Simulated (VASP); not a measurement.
# Tl (Fd-3m) in VASP: further runs

The runs below take Tl through single point, relaxation of cell and atoms, with r2SCAN.

Everything below comes from runs of VASP 6.6.1. Logs are shortened: lines on timing, memory, paths and dates and some standing lists are left out, and cuts for length are marked.

## (1) The cell of the first run

The structure is cubic, space group Fd-3m (No. 227). Conventional cell: a = 6.879 Å, b = 6.879 Å, c = 6.879 Å, α = 90.00°, β = 90.00°, γ = 90.00°. Within 3.9 Å of Tl (site symmetry -43m) lie 4 Tl at 2.98 Å.

This isn't the form of Tl at room conditions, which is hcp.

## (2) Single point, r2SCAN

File POSCAR:

```
Tl
1.0
    0.0000000000      3.4393863941      3.4393863941
    3.4393863941      0.0000000000      3.4393863941
    3.4393863941      3.4393863941      0.0000000000
Tl
2
Direct
    0.5000000000      0.5000000000      0.5000000000
    0.7500000000      0.7500000000      0.7500000000
```

File INCAR.step1:

```
SYSTEM = Tl
ALGO = Normal ; EDIFF = 1E-4
ENCUT = 520 ; GGA = PE
ISMEAR = 0 ; LASPH = .True.
LCHARG = .False. ; LREAL = .False.
LWAVE = .True. ; NBANDS = 20
NELM = 100 ; PREC = Accurate
SIGMA = 0.1
```

File INCAR.step2:

```
SYSTEM = Tl
ALGO = Normal ; EDIFF = 1E-7
ENCUT = 520 ; ISIF = 2
ISMEAR = 0 ; ISTART = 1
LASPH = .True. ; LCHARG = .True.
LELF = .True. ; LMIXTAU = .True.
LREAL = .False. ; LVHAR = .True.
LWAVE = .False. ; METAGGA = R2SCAN
NBANDS = 20 ; NELM = 100
PREC = Accurate ; SIGMA = 0.1
```

File KPOINTS:

```
k-points
0
Gamma
  4 4 4
  0 0 0
```

Potentials or basis: VASP PAW PBE potentials, release 64 (Tl_d).

Launch:

```console
$ cat potpaw_PBE.64/Tl_d/POTCAR > POTCAR
$ cp INCAR.step1 INCAR
$ mpirun -np 1 vasp_std > vasp.out
$ cp INCAR.step2 INCAR
$ mpirun -np 1 vasp_std > vasp.out
```

OUTCAR:

```text
SYSTEM = Tl
   EDIFF = 1E-7
   ENCUT = 520
   ISIF = 2
   ISMEAR = 0
   ISTART = 1
   LASPH = .True.
   LREAL = .False.
   METAGGA = R2SCAN
   NELM = 100
   PREC = Accurate

 ion  position               nearest neighbor table
   1  0.500  0.500  0.500-   2 2.98   2 2.98   2 2.98   2 2.98
   2  0.750  0.750  0.750-   1 2.98   1 2.98   1 2.98   1 2.98

  LATTYP: Found a face centered cubic cell.
 ALAT       =     6.8787727882

  Lattice vectors:

 A1 = (   0.0000000000,   3.4393863941,   3.4393863941)
 A2 = (   3.4393863941,   0.0000000000,   3.4393863941)
 A3 = (   3.4393863941,   3.4393863941,   0.0000000000)

Analysis of symmetry for initial positions (statically):
=====================================================================
 Subroutine PRICEL returns:
 Original cell was already a primitive cell.

 Routine SETGRP: Setting up the symmetry group for a
 face centered cubic supercell.

 Subroutine GETGRP returns: Found 48 space group operations
 (whereof 24 operations were pure point group operations)
 out of a pool of 48 trial point group operations.

The static configuration has the point symmetry T_d .
 The point group associated with its full space group is O_h .

Analysis of symmetry for dynamics (positions and initial velocities):
=====================================================================
 Subroutine PRICEL returns:
 Original cell was already a primitive cell.

 Routine SETGRP: Setting up the symmetry group for a
 face centered cubic supercell.

 Subroutine GETGRP returns: Found 48 space group operations
 (whereof 24 operations were pure point group operations)
 out of a pool of 48 trial point group operations.

The dynamic configuration has the point symmetry T_d .
 The point group associated with its full space group is O_h .

 Subroutine INISYM returns: Found 48 space group operations
 (whereof 24 operations are pure point group operations),
 and found     1 'primitive' translations

----------------------------------------------------------------------------------------

                                     Primitive cell

  volume of cell :      81.3716

  direct lattice vectors                    reciprocal lattice vectors
     0.000000000  3.439386394  3.439386394    -0.145374768  0.145374768  0.145374768
     3.439386394  0.000000000  3.439386394     0.145374768 -0.145374768  0.145374768
     3.439386394  3.439386394  0.000000000     0.145374768  0.145374768 -0.145374768

  length of vectors
     4.864026885  4.864026885  4.864026885     0.251796485  0.251796485  0.251796485

  position of ions in fractional coordinates (direct lattice)
     0.500000000  0.500000000  0.500000000
     0.750000000  0.750000000  0.750000000

  ion indices of the primitive-cell ions
   primitive index   ion index
                 1           1
                 2           2

----------------------------------------------------------------------------------------

 KPOINTS: k-points

Automatic generation of k-mesh.
 Grid dimensions read from file:
 generate k-points for:    4    4    4

 Generating k-lattice:

  Cartesian coordinates                     Fractional coordinates (reciprocal lattice)
    -0.036343692  0.036343692  0.036343692     0.250000000  0.000000000  0.000000000
     0.036343692 -0.036343692  0.036343692     0.000000000  0.250000000  0.000000000
     0.036343692  0.036343692 -0.036343692     0.000000000  0.000000000  0.250000000

  Length of vectors
     0.062949121  0.062949121  0.062949121

  Shift w.r.t. Gamma in fractional coordinates (k-lattice)
     0.000000000  0.000000000  0.000000000

 Subroutine IBZKPT returns following result:
 ===========================================

 Found      8 irreducible k-points:

 Following reciprocal coordinates:
            Coordinates               Weight
  0.000000  0.000000  0.000000      1.000000
  0.250000  0.000000  0.000000      8.000000
  0.500000  0.000000  0.000000      4.000000
  0.250000  0.250000  0.000000      6.000000
  0.500000  0.250000  0.000000     24.000000
 -0.250000  0.250000  0.000000     12.000000
  0.500000  0.500000  0.000000      3.000000
 -0.250000  0.500000  0.250000      6.000000
   k-points           NKPTS =      8   k-points in BZ     NKDIM =      8   number of bands    NBANDS=     20
   number of dos      NEDOS =    301   number of ions     NIONS =      2
   total plane-waves  NPLWV =  46656
   dimension x,y,z NGX =    36 NGY =   36 NGZ =   36
   dimension x,y,z NGXF=    72 NGYF=   72 NGZF=   72
   ions per type =               2
   NGX,Y,Z   is equivalent  to a cutoff of  12.30, 12.30, 12.30 a.u.
   NGXF,Y,Z  is equivalent  to a cutoff of  24.61, 24.61, 24.61 a.u.
 SYSTEM =  Tl
   PREC   = accura    normal or accurate (medium, high low for compatibility)
   ISTART =      1    job   : 0-new  1-cont  2-samecut
   ICHARG =      0    charge: 1-file 2-atom 10-const
   ISPIN  =      1    spin polarized calculation?
   LNONCOLLINEAR =      F non collinear calculations
   LSORBIT =      F    spin-orbit coupling
   LASPH  =      T    aspherical Exc in radial PAW
   ENCUT  =  520.0 eV  38.22 Ry    6.18 a.u.   9.04  9.04  9.04*2*pi/ulx,y,z
   NELM   =    100;   NELMIN=  2; NELMDL=  0     # of ELM steps
   EDIFF  = 0.1E-06   stopping-criterion for ELM
   LREAL  =      F    real-space projection
   EDIFFG = 0.1E-05   stopping-criterion for IOM
   NSW    =      0    number of steps for IOM
   IBRION =     -1    ionic relax: 0-MD 1-quasi-New 2-CG
   NFREE  =      0    steps in history (QN), initial steepest desc. (CG)
   ISIF   =      2    stress and relaxation
   ISYM   =      2    0-nonsym 1-usesym 2-fastsym
   POTIM  = 0.5000    time-step for ionic-motion
   TEBEG  =    0.0;   TEEND  =   0.0 temperature during run
   PSTRESS=    0.0 pullay stress
   NELECT =      26.0000    total number of electrons
   NUPDOWN=      -1.0000    fix difference up-down
   EMIN   =  10.00;   EMAX   =-10.00  energy-range for DOS
   EFERMI =   0.00;   METHOD = LEGACY
   ISMEAR =     0;   SIGMA  =   0.10  broadening in eV -4-tet -1-fermi 0-gaus
   EFERMI_NEDOS =   21; number of points for ismear=-14 and -15
   IALGO  =     38    algorithm
   IMIX   =      4    mixing-type and parameters
     AMIX     =   0.40;   BMIX     =  1.00
     AMIX_MAG =   1.60;   BMIX_MAG =  1.00
  volume/ion in A,a.u.               =      40.69       274.56
  Fermi-wavevector in a.u.,A,eV,Ry     =   1.119202  2.114984 17.042823  1.252612
  Thomas-Fermi vector in A             =   2.255839
   LORBIT       =      0    0 simple, 1 ext, 2 COOP (PROOUT), +10 PAW based schemes
   METAGGA = R2SCAN    functional components
   LHFCALC =     F    Hartree Fock is set to
   AEXX    =    0.0000 exact exchange contribution
   IVDW    =     0    specifies the selected vdW correction
   LEPSILON=     F    determine dielectric tensor
   LRPA    =     F    only Hartree local field effects (RPA)
 non-spin polarized calculation
 Gauss-broadening in eV      SIGMA  =   0.10
  energy-cutoff  :      520.00
  volume of cell :       81.37
 maximum number of plane-waves:      2209
   NGX = 19   NGY = 19   NGZ = 19

 number of electron      25.9999993 magnetization

 Free energy of the ion-electron system (eV)
  ---------------------------------------------------
  ext. energy  EPLUGINS =         0.00000000
  ---------------------------------------------------
  free energy    TOTEN  =      -105.65867795 eV

  energy without entropy =     -105.63798410  energy(sigma->0) =     -105.64833103

 E-fermi :   3.4712     XC(G=0):  -8.8108

 val. band max:        2.8680866572   @ k =   0.5000   0.5000   0.0000
 cond. band min:       3.4860899570   @ k =   0.5000   0.2500   0.0000
 fundamental gap:      0.6180032998
 Fermi energy:         3.4712104174

 k-point     1 :       0.0000    0.0000    0.0000
  band No.  band energies     occupation
      1      -9.1932      2.00000
      2      -9.1932      2.00000
      3      -9.1932      2.00000
      4      -9.1059      2.00000
      5      -9.1059      2.00000
      6      -8.4547      2.00000
      7      -8.4547      2.00000
      8      -8.4547      2.00000
      9      -8.3481      2.00000
     10      -8.3481      2.00000
     11      -6.1328      2.00000
     12       2.5230      2.00000
     13       5.7918      0.00000
     14       5.7918      0.00000
     15       5.7918      0.00000
     16       7.5580      0.00000
     17       7.5580      0.00000
     18       7.5580      0.00000
     19       8.6229      0.00000
     20      12.4237      0.00000

 k-point     2 :       0.2500    0.0000    0.0000
  band No.  band energies     occupation
      1      -9.2489      2.00000
      2      -9.2489      2.00000
      3      -9.1868      2.00000
      4      -9.0133      2.00000
      5      -9.0133      2.00000
      6      -8.5366      2.00000
      7      -8.5085      2.00000
      8      -8.5085      2.00000
      9      -8.3076      2.00000
     10      -8.3076      2.00000
     11      -5.4953      2.00000
     12       0.3789      2.00000
     13       4.7872      0.00000
     14       4.8946      0.00000
     15       4.8946      0.00000
     16       8.4937      0.00000
     17       8.4937      0.00000
     18       9.1457      0.00000
     19      10.2965      0.00000
     20      11.9202      0.00000

 k-point     3 :       0.5000    0.0000    0.0000
  band No.  band energies     occupation
      1      -9.2604      2.00000
      2      -9.2604      2.00000
      3      -9.1803      2.00000
      4      -8.9804      2.00000
      5      -8.9804      2.00000
      6      -8.6103      2.00000
      7      -8.5182      2.00000
      8      -8.5182      2.00000
      9      -8.2955      2.00000
     10      -8.2955      2.00000
     11      -4.4170      2.00000
     12      -1.7054      2.00000
     13       4.3151      0.00000
     14       4.3714      0.00000
     15       4.3714      0.00000
     16       8.6522      0.00000
     17       8.6523      0.00000
     18       9.7014      0.00000
     19      12.9343      0.00000
     20      13.2461      0.00000

 k-point     4 :       0.2500    0.2500    0.0000
  band No.  band energies     occupation
      1      -9.2484      2.00000
      2      -9.2413      2.00000
      3      -9.2413      2.00000
      4      -8.9939      2.00000
      5      -8.8898      2.00000
      6      -8.7625      2.00000
      7      -8.4578      2.00000
      8      -8.3494      2.00000
      9      -8.3494      2.00000
     10      -8.3464      2.00000
     11      -5.2751      2.00000
     12       0.1350      2.00000
     13       3.8463      0.00000
     14       3.8463      0.00000
     15       5.9331      0.00000
     16       6.9086      0.00000
     17      10.2893      0.00000
     18      10.2893      0.00000
     19      10.4694      0.00000
     20      12.1050      0.00000

 k-point     5 :       0.5000    0.2500    0.0000
  band No.  band energies     occupation
      1      -9.3273      2.00000
      2      -9.2765      2.00000
      3      -9.1332      2.00000
      4      -8.8836      2.00000
      5      -8.8574      2.00000
      6      -8.8024      2.00000
      7      -8.5892      2.00000
      8      -8.5356      2.00000
      9      -8.2682      2.00000
     10      -8.2148      2.00000
     11      -4.0921      2.00000
     12      -1.7798      2.00000
     13       2.3326      2.00000
     14       3.4861      0.83333
     15       6.1353      0.00000
     16       8.2010      0.00000
     17       9.5129      0.00000
     18      10.5337      0.00000
     19      12.8533      0.00000
     20      13.3315      0.00000

 k-point     6 :      -0.2500    0.2500    0.0000
  band No.  band energies     occupation
      1      -9.3107      2.00000
      2      -9.2934      2.00000
      3      -9.1058      2.00000
      4      -8.9714      2.00000
      5      -8.8704      2.00000
      6      -8.6797      2.00000
      7      -8.6451      2.00000
      8      -8.5201      2.00000
      9      -8.2478      2.00000
     10      -8.2453      2.00000
     11      -4.5726      2.00000
     12      -1.1290      2.00000
     13       2.2700      2.00000
     14       4.3032      0.00000
     15       6.2453      0.00000
     16       9.0488      0.00000
     17       9.1606      0.00000
     18       9.3264      0.00000
     19      11.6058      0.00000
     20      12.3288      0.00000

 k-point     7 :       0.5000    0.5000    0.0000
  band No.  band energies     occupation
      1      -9.2825      2.00000
      2      -9.2825      2.00000
      3      -9.1076      2.00000
      4      -9.1076      2.00000
      5      -8.7247      2.00000
      6      -8.7247      2.00000
      7      -8.5790      2.00000
      8      -8.5790      2.00000
      9      -8.2476      2.00000
     10      -8.2476      2.00000
     11      -2.9950      2.00000
     12      -2.9950      2.00000
     13       2.8681      2.00000
     14       2.8681      2.00000
     15       5.7490      0.00000
     16       5.7490      0.00000
     17      12.9557      0.00000
     18      12.9557      0.00000
     19      13.6649      0.00000
     20      13.6649      0.00000

 k-point     8 :      -0.2500    0.5000    0.2500
  band No.  band energies     occupation
      1      -9.3325      2.00000
      2      -9.3325      2.00000
      3      -8.9747      2.00000
      4      -8.9747      2.00000
      5      -8.7633      2.00000
      6      -8.7633      2.00000
      7      -8.6713      2.00000
      8      -8.6713      2.00000
      9      -8.2002      2.00000
     10      -8.2002      2.00000
     11      -2.9494      2.00000
     12      -2.9494      2.00000
     13       2.2711      2.00000
     14       2.2711      2.00000
     15       8.1785      0.00000
     16       8.1785      0.00000
     17       9.1655      0.00000
     18       9.1655      0.00000
     19      14.2503      0.00000
     20      14.2503      0.00000

------------------------ aborting loop because EDIFF is reached ----------------------------------------

  FORCE on cell =-STRESS in cart. coord.  units (eV):
  Direction    XX          YY          ZZ          XY          YZ          ZX
  --------------------------------------------------------------------------------------
  -------------------------------------------------------------------------------------
  Total        0.0837507      0.0837507      0.0837507      0.0000000     -0.0000000      0.0000000
  in kB        1.6490210      1.6490210      1.6490210      0.0000000     -0.0000000      0.0000000
  external PRESSURE =       1.6490210 kB  Pullay stress =       0.0000000 kB

 VOLUME and BASIS-vectors are now :
 -----------------------------------------------------------------------------
  energy-cutoff  :      520.00
  volume of cell :       81.37
      direct lattice vectors                 reciprocal lattice vectors
     0.000000000  3.439386394  3.439386394    -0.145374768  0.145374768  0.145374768
     3.439386394  0.000000000  3.439386394     0.145374768 -0.145374768  0.145374768
     3.439386394  3.439386394  0.000000000     0.145374768  0.145374768 -0.145374768

 POSITION                                       TOTAL-FORCE (eV/Angst)
 -----------------------------------------------------------------------------------
      3.43939      3.43939      3.43939         0.000000      0.000000      0.000000
      5.15908      5.15908      5.15908        -0.000000     -0.000000     -0.000000
 -----------------------------------------------------------------------------------
    total drift:                                0.000000      0.000000      0.000000

  FREE ENERGIE OF THE ION-ELECTRON SYSTEM (eV)
  ---------------------------------------------------
  free  energy   TOTEN  =      -105.6586779494 eV

  energy  without entropy=     -105.6379841043  energy(sigma->0) =     -105.64833103
```

Run time: 22 s. Hardware: 1 thread of Intel Xeon 6975P-C (Granite Rapids), shared host; peak memory 0.21 GiB.

Results:

```
Free energy            : -105.6587 eV
Pressure               : 0.2 GPa
Band gap on the k mesh : zero (bands 13 and 14 overlap by 3.52 eV)
```

Levels at points of the mesh, in eV from the Fermi level:
```csv
k point,band 10,band 11,band 12,band 13,band 14,band 15
"(0.00, 0.00, 0.00)",-11.82,-9.60,-0.95,2.32,2.32,2.32
"(0.50, 0.00, 0.00)",-11.77,-7.89,-5.18,0.84,0.90,0.90
"(0.50, 0.50, 0.00)",-11.72,-6.47,-6.47,-0.60,-0.60,2.28
```

Caveat: the k points lie up to 0.40 Å⁻¹ apart, too coarse for converged energies and pressures of a metal; the PAW data sets were made with another functional, which shifts forces and pressure a little; spin-orbit coupling is left out, which moves the levels of the heavy elements.

## (3) Single point, r2SCAN

This run uses another cell than the first one, of 34.30 Å³/atom.

File POSCAR:

```
Tl
1.0
    0.0000000000      3.2492284846      3.2492284846
    3.2492284846      0.0000000000      3.2492284846
    3.2492284846      3.2492284846      0.0000000000
Tl
2
Direct
    0.5000000000      0.5000000000      0.5000000000
    0.7500000000      0.7500000000      0.7500000000
```

File INCAR.step1:

```
PREC = Accurate
ENCUT = 520
ISMEAR = 0
SIGMA = 0.1
LREAL = F
LASPH = T
NELM = 80
NBANDS = 20
GGA = PE
ALGO = Normal
EDIFF = 1E-4
LWAVE = T
LCHARG = F
```

File INCAR.step2:

```
PREC = Accurate
ENCUT = 520
EDIFF = 1E-6
ISMEAR = 0
SIGMA = 0.1
LREAL = F
LASPH = T
NELM = 80
ALGO = Normal
ISIF = 2
LWAVE = F
LCHARG = T
METAGGA = R2SCAN
LMIXTAU = T
LELF = T
LVHAR = T
NBANDS = 20
ISTART = 1
```

File KPOINTS:

```
regular mesh
0
Gamma
  6 6 6
```

Potentials or basis: VASP PAW PBE potentials, release 64 (Tl_d).

Launch:

```console
$ cat potpaw_PBE.64/Tl_d/POTCAR > POTCAR
$ cp INCAR.step1 INCAR
$ mpirun -np 1 vasp_std > vasp.out
$ cp INCAR.step2 INCAR
$ mpirun -np 1 vasp_std > vasp.out
```

Wall time 34 s (1 thread of Intel Xeon 6975P-C (Granite Rapids), shared host); peak memory 0.21 GiB.

Results (log left out):

| Quantity | Value |
| --- | --- |
| Free energy | -105.3309 eV |
| Pressure | 6.2 GPa |
| Band gap on the k mesh | zero (bands 13 and 14 overlap by 4.25 eV) |

Levels at points of the mesh, in eV from the Fermi level:
```csv
k point,band 11,band 12,band 13,band 14,band 15,band 16
"(0.00, 0.00, 0.00)",-10.27,0.69,3.12,3.12,3.12,4.86
"(0.50, 0.00, 0.00)",-8.00,-5.19,1.32,1.32,1.77,6.05
"(0.50, 0.50, 0.00)",-6.39,-6.39,-0.56,-0.56,2.85,2.85
```

Caveat: the cell stands under pressure; the PAW data sets were made with another functional, which shifts forces and pressure a little; spin-orbit coupling is left out, which moves the levels of the heavy elements.

[end of part 1 of 2]
